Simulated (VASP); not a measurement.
# B8N7 (a cell with a defect) in VASP: a series of runs

B8N7 (a cell with a defect) is run at these levels: PBE; tasks: single point.

All numbers are computed with VASP 6.6.1; they aren't measurements. Logs are shortened: lines on timing, memory, paths and dates and some standing lists are left out, and cuts for length are marked.

### Step 1. The cell of the first run

The cell holds a defect, 15 atoms: a = 5.098 Å, b = 5.105 Å, c = 5.105 Å, α = 75.56°, β = 60.04°, γ = 60.04°.

### Step 2. Single point, PBE (atom 14 moved 0.125 of the way to it and -0.125 Å across, host rigid)

The input, INCAR:

```
SYSTEM = B8N7
ALGO     = Normal         ! electronic algorithm
EDIFF    = 1E-6           ! SCF threshold, eV
ENCUT    = 520            ! plane-wave cutoff, eV
GGA      = PE             ! functional
ISIF     = 2              ! what is computed and relaxed
ISMEAR   = 0              ! smearing method
LASPH    = .TRUE.         ! aspherical terms in the spheres
LCHARG   = .FALSE.        ! write CHGCAR
LREAL    = Auto         
LWAVE    = .FALSE.        ! write WAVECAR
NBANDS   = 42             ! bands
NELECT   = 56.0         
NELM     = 80             ! most SCF steps
PREC     = Accurate       ! precision mode
SIGMA    = 0.05           ! smearing width, eV
```

The input, KPOINTS:

```
k-points
0
G
  6 6 6
  0 0 0
```

The input, POSCAR:

```
B8N7
1.0
    0.0000000000      0.0000000000     -5.0982823342
    4.4227374162      0.0000000000     -2.5491411671
    0.0000000000     -4.4227374162     -2.5491411671
B N
8 7
Direct
    0.5757144903      0.1742855097      0.1742855097
    0.0757144903      0.1742855097      0.1742855097
    0.5000000000      0.3257144903      0.6742855097
    0.0000000000      0.3257144903      0.6742855097
    0.5000000000      0.6742855097      0.3257144903
    0.0000000000      0.6742855097      0.3257144903
    0.9242855097      0.8257144903      0.8257144903
    0.4242855097      0.8257144903      0.8257144903
    0.7500000000      0.8126165678      0.1873834322
    0.6873834322      0.3126165678      0.3126165678
    0.1873834322      0.3126165678      0.3126165678
    0.3126165678      0.6873834322      0.6873834322
    0.8126165678      0.6873834322      0.6873834322
    0.2300150135      0.1605225606      0.8794474124
    0.7500000000      0.1873834322      0.8126165678
```

Potentials or basis: VASP PAW PBE potentials, release 64 (B, N).

Started as:

```bash
> cat potpaw_PBE.64/B/POTCAR potpaw_PBE.64/N/POTCAR > POTCAR
> mpirun -np 1 vasp_std > vasp.out
```

OUTCAR:

```text
SYSTEM = B8N7
   EDIFF = 1E-6
   ENCUT = 520
   GGA = PE
   ISIF = 2
   ISMEAR = 0
   LASPH = .TRUE.
   LREAL = Auto
   NELECT = 56.0
   NELM = 80
   PREC = Accurate

 ion  position               nearest neighbor table
   1  0.576  0.174  0.174-  10 1.54  11 1.54   9 1.60  15 1.60
   2  0.076  0.174  0.174-  14 1.31  11 1.54  10 1.54
   3  0.500  0.326  0.674-  15 1.54  12 1.60  10 1.60  14 1.73
   4  0.000  0.326  0.674-  15 1.54  13 1.60  11 1.60  14 1.73
   5  0.500  0.674  0.326-   9 1.54  10 1.60  12 1.60
   6  0.000  0.674  0.326-   9 1.54  11 1.60  13 1.60
   7  0.924  0.826  0.826-  12 1.54  13 1.54   9 1.60  15 1.60
   8  0.424  0.826  0.826-  14 1.50  13 1.54  12 1.54
   9  0.750  0.813  0.187-   5 1.54   6 1.54   1 1.60   7 1.60
  10  0.687  0.313  0.313-   1 1.54   2 1.54   3 1.60   5 1.60
  11  0.187  0.313  0.313-   1 1.54   2 1.54   4 1.60   6 1.60
  12  0.313  0.687  0.687-   7 1.54   8 1.54   3 1.60   5 1.60
  13  0.813  0.687  0.687-   7 1.54   8 1.54   4 1.60   6 1.60
  14  0.230  0.161  0.879-   2 1.31   8 1.50   4 1.73   3 1.73
  15  0.750  0.187  0.813-   3 1.54   4 1.54   1 1.60   7 1.60

  LATTYP: Found a body centered tetragonal cell.
 ALAT       =     6.2546952368
 C/A-ratio  =     0.8151128298

  Lattice vectors:

 A1 = (   4.4227374162,   0.0000000000,   2.5491411671)
 A2 = (  -4.4227374162,   0.0000000000,   2.5491411671)
 A3 = (   0.0000000000,  -4.4227374162,  -2.5491411671)

Analysis of symmetry for initial positions (statically):
=====================================================================
 Subroutine PRICEL returns:
 Original cell was already a primitive cell.

 Routine SETGRP: Setting up the symmetry group for a
 body centered tetragonal supercell.

 Subroutine GETGRP returns: Found  2 space group operations
 (whereof  1 operations were pure point group operations)
 out of a pool of 16 trial point group operations.

The static configuration has the point symmetry C_1 .
 The point group associated with its full space group is C_1h.

Analysis of symmetry for dynamics (positions and initial velocities):
=====================================================================
 Subroutine PRICEL returns:
 Original cell was already a primitive cell.

 Routine SETGRP: Setting up the symmetry group for a
 body centered tetragonal supercell.

 Subroutine GETGRP returns: Found  2 space group operations
[... 146 lines left out ...]
   EFERMI_NEDOS =   21; number of points for ismear=-14 and -15
   IALGO  =     38    algorithm
   IMIX   =      4    mixing-type and parameters
     AMIX     =   0.40;   BMIX     =  1.00
     AMIX_MAG =   1.60;   BMIX_MAG =  1.00
  volume/ion in A,a.u.               =       6.65        44.87
  Fermi-wavevector in a.u.,A,eV,Ry     =   1.350627  2.552315 24.819658  1.824193
  Thomas-Fermi vector in A             =   2.478116
   LORBIT       =      0    0 simple, 1 ext, 2 COOP (PROOUT), +10 PAW based schemes
   GGA     = PE    functional components
   LHFCALC =     F    Hartree Fock is set to
   AEXX    =    0.0000 exact exchange contribution
   IVDW    =     0    specifies the selected vdW correction
   LEPSILON=     F    determine dielectric tensor
   LRPA    =     F    only Hartree local field effects (RPA)
 non-spin polarized calculation
 Gauss-broadening in eV      SIGMA  =   0.05
  energy-cutoff  :      520.00
  volume of cell :       99.73
 maximum number of plane-waves:      2710
 NGX is ok and might be reduce to    40
   NGX = 19   NGY = 19   NGZ = 19

 number of electron      56.0000002 magnetization

 Free energy of the ion-electron system (eV)
  ---------------------------------------------------
  ext. energy  EPLUGINS =         0.00000000
  ---------------------------------------------------
  free energy    TOTEN  =      -141.68103931 eV

  energy without entropy =     -141.67755718  energy(sigma->0) =     -141.67929824

 E-fermi :   5.2061     XC(G=0): -11.8275

 val. band max:        5.1987713111   @ k =   0.1667  -0.0000  -0.0000
 cond. band min:       5.2093053030   @ k =   0.0000   0.0000   0.3333
 fundamental gap:      0.0105339919
 Fermi energy:         5.2060566761

 k-point     1 :       0.0000    0.0000    0.0000
  band No.  band energies     occupation
      1     -13.3805      2.00000
      2     -10.4889      2.00000
      3      -9.9319      2.00000
      4      -9.8088      2.00000
      5      -9.4071      2.00000
      6      -8.8823      2.00000
[... 1021 lines left out ...]
     39      15.0806      0.00000
     40      15.4647      0.00000

 [... further k-points ...]

 [bands above 40 left out]

------------------------ aborting loop because EDIFF is reached ----------------------------------------

  FORCE on cell =-STRESS in cart. coord.  units (eV):
  Direction    XX          YY          ZZ          XY          YZ          ZX
  --------------------------------------------------------------------------------------
  -------------------------------------------------------------------------------------
  Total      -35.7132117    -27.2151049    -35.9301824     -5.2298752      0.0000000      0.0000000
  in kB     -573.7640025   -437.2344783   -577.2498265    -84.0225217      0.0000000      0.0000000
  external PRESSURE =    -529.4161024 kB  Pullay stress =       0.0000000 kB

 VOLUME and BASIS-vectors are now :
 -----------------------------------------------------------------------------
  energy-cutoff  :      520.00
  volume of cell :       99.73
      direct lattice vectors                 reciprocal lattice vectors
     0.000000000  0.000000000 -5.098282334    -0.113052156  0.113052156 -0.196144492
     4.422737416  0.000000000 -2.549141167     0.226104312  0.000000000  0.000000000
     0.000000000 -4.422737416 -2.549141167     0.000000000 -0.226104312  0.000000000

 POSITION                                       TOTAL-FORCE (eV/Angst)
 -----------------------------------------------------------------------------------
      0.77082     -0.77082     -3.82371        -0.768527     -0.079553     -0.000000
      0.77082     -0.77082     -1.27457         4.767703     -6.318947      0.000000
      1.44055     -2.98219     -5.09828        -0.379356     -0.672925     -0.688900
      1.44055     -2.98219     -2.54914        -0.379356     -0.672925      0.688900
      2.98219     -1.44055     -5.09828        -1.804050     -1.608605     -3.821335
      2.98219     -1.44055     -2.54914        -1.804050     -1.608605      3.821335
      3.65192     -3.65192     -8.92199         0.066403     -0.700443     -0.000000
      3.65192     -3.65192     -6.37285        -0.636602      3.993386     -0.000000
      3.59399     -0.82875     -6.37285         0.580205      0.534223     -0.000000
      1.38262     -1.38262     -5.09828        -0.385320     -0.910311      1.071849
      1.38262     -1.38262     -2.54914        -0.385320     -0.910311     -1.071849
      3.04012     -3.04012     -5.09828         0.235046     -0.618865      0.466795
      3.04012     -3.04012     -7.64742         0.235046     -0.618865     -0.466795
      0.70995     -3.88956     -3.82371         0.193862      9.527597      0.000000
      0.82875     -3.59399     -6.37285         0.464316      0.665152     -0.000000
 -----------------------------------------------------------------------------------
    total drift:                               -0.000611     -0.000411     -0.000000

  FREE ENERGIE OF THE ION-ELECTRON SYSTEM (eV)
  ---------------------------------------------------
  free  energy   TOTEN  =      -141.6810393057 eV

  energy  without entropy=     -141.6775571793  energy(sigma->0) =     -141.67929824
```

OSZICAR:

```text
N       E                     dE             d eps       ncg     rms          rms(c)
DAV:   1     0.188609466256E+03    0.18861E+03   -0.29191E+04  5712   0.128E+03
DAV:   2    -0.132840930593E+03   -0.32145E+03   -0.30773E+03  7104   0.290E+02
DAV:   3    -0.148731794939E+03   -0.15891E+02   -0.15792E+02  7304   0.646E+01
DAV:   4    -0.148902747441E+03   -0.17095E+00   -0.17071E+00  7472   0.690E+00
DAV:   5    -0.148904923338E+03   -0.21759E-02   -0.21751E-02  7336   0.763E-01    0.187E+01
DAV:   6    -0.142004921682E+03    0.69000E+01   -0.30204E+01  7224   0.200E+01    0.814E+00
DAV:   7    -0.141768397351E+03    0.23652E+00   -0.11120E+00  7024   0.557E+00    0.522E+00
DAV:   8    -0.141680165704E+03    0.88232E-01   -0.35401E-01  7128   0.281E+00    0.753E-01
DAV:   9    -0.141680348008E+03   -0.18230E-03   -0.26236E-02  7344   0.925E-01    0.337E-01
DAV:  10    -0.141680881936E+03   -0.53393E-03   -0.42025E-03  7134   0.334E-01    0.126E-01
DAV:  11    -0.141680982642E+03   -0.10071E-03   -0.95171E-04  7392   0.155E-01    0.443E-02
DAV:  12    -0.141681028628E+03   -0.45986E-04   -0.12477E-04  7092   0.568E-02    0.180E-02
DAV:  13    -0.141681036724E+03   -0.80964E-05   -0.13625E-05  7080   0.191E-02    0.900E-03
DAV:  14    -0.141681038889E+03   -0.21654E-05   -0.24879E-06  6264   0.849E-03    0.300E-03
DAV:  15    -0.141681039306E+03   -0.41622E-06   -0.57279E-07  4312   0.432E-03
   1 F= -.14168104E+03 E0= -.14167930E+03  d E =-.348213E-02
```

stdout:

```text
POSCAR found type information on POSCAR B N
 POSCAR found :  2 types and      15 ions
 scaLAPACK will be used
 LDA part: xc-table for (Slater+PW92), standard interpolation
 POSCAR, INCAR and KPOINTS ok, starting setup
 FFT: planning ... GRIDC
 FFT: planning ... GRID_SOFT
 FFT: planning ... GRID
 WAVECAR not read
 entering main loop
 the old and the new charge density differ
 old charge density:    59.00000 new   56.00000
    0.187E+01
```

It took 10 min on 1 thread of Intel Xeon Platinum 8375C at 2.90GHz (Ice Lake), shared host; peak memory 0.33 GiB.

What came out:

- Free energy: -141.6810 eV
- Largest force: 9.530 eV/Å

Forces on the atoms (eV/Å):
```
B   -0.769 -0.080  0.000
B    4.768 -6.319  0.000
B   -0.379 -0.673 -0.689
B   -0.379 -0.673  0.689
B   -1.804 -1.609 -3.821
B   -1.804 -1.609  3.821
B    0.066 -0.700  0.000
B   -0.637  3.993  0.000
N    0.580  0.534  0.000
N   -0.385 -0.910  1.072
N   -0.385 -0.910 -1.072
N    0.235 -0.619  0.467
N    0.235 -0.619 -0.467
N    0.194  9.528  0.000
N    0.464  0.665  0.000
```

Caveat: the cell carries a net charge on a neutralising background, which shifts energy and pressure; the cell differs from its parent crystal (atom 14 moved 0.125 of the way to it and -0.125 Å across, host rigid); the cell is charged against a uniform background, so pressure and absolute levels hang on convention.

[end of part 1 of 2]
